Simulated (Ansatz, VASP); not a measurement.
# One calculation of LiBr, two programs

The input POSCAR:

```
LiBr
1.0
    0.0000000000      2.7395485832      2.7395485832
    2.7395485832      0.0000000000      2.7395485832
    2.7395485832      2.7395485832      0.0000000000
Li Br
1 1
Direct
    0.0000000000      0.0000000000      0.0000000000
    0.5000000000      0.5000000000      0.5000000000
```

File INCAR.step1:

```
PREC = Accurate
ENCUT = 650
EDIFF = 1E-5
ISMEAR = 0
SIGMA = 0.01
LREAL = False
LASPH = True
NELM = 120
ALGO = Normal
ISIF = 2
LWAVE = True
LCHARG = False
NBANDS = 12
GGA = PE
GGA_COMPAT = False
```

Contents of INCAR.step2:

```
PREC = Accurate
ENCUT = 650
EDIFF = 1E-6
ISMEAR = 0
SIGMA = 0.01
LREAL = False
LASPH = True
NELM = 120
ALGO = Normal
ISIF = 2
LWAVE = False
LCHARG = False
GGA = PE
LHFCALC = True
AEXX = 0.2
HFSCREEN = 0.1
PRECFOCK = Normal
NBANDS = 12
ISTART = 1
GGA_COMPAT = False
```

Contents of KPOINTS:

```
Automatic mesh
0
Gamma
  4 4 4
```

Input for Ansatz:

```yaml
crystal:
  lattice:
    - [0.0, 2.7395485832, 2.7395485832]
    - [2.7395485832, 0.0, 2.7395485832]
    - [2.7395485832, 2.7395485832, 0.0]
  atoms:
    - { symbol: Li, position: [0.0, 0.0, 0.0] }
    - { symbol: Br, position: [0.5, 0.5, 0.5] }
kpoints:
  mp_grid: { grid: [4, 4, 4] }
hamiltonian:
  xc: { exchange: pbe, correlation: pbe, exx: { coeff: 0.2, omega: 0.1 } }
scf:
  occupations: { method: fixed }
  n_extra_bands: 4
output:
  forces: true
  stress: true
  eigenvalues: true
```

Alike in both runs: task single point; functional PBE-based screened hybrid with a share of 0.2 of exact exchange and HFSCREEN = 0.1; k mesh 4 × 4 × 4; no spin polarisation.

|  | VASP | Ansatz |
| --- | --- | --- |
| version | VASP 6.6.1 | Ansatz 0.2.0 |
| potentials or method | VASP PAW PBE potentials, release 64 (Li_sv, Br) | plane waves |
| plane-wave cutoff (eV) | 650 | 420 |
| occupations | gaussian, width 0.01 eV | fixed |
| valence electrons in the cell | 10 | 10 |

VASP gave:

- gap on the k mesh at the Fermi level (eV): 6.25
- pressure (GPa): -0.1

Problem. What did Ansatz give for the same quantities?

Solution. gap on the k mesh at the Fermi level (eV): 6.24; pressure (GPa): 0.1.

VASP's potentials were made for PBE, not for PBE-based screened hybrid. Ansatz's warnings: stress exchange threshold loose, stress scf threshold loose.

The k mesh is coarse, so the values compare programs but aren't converged.
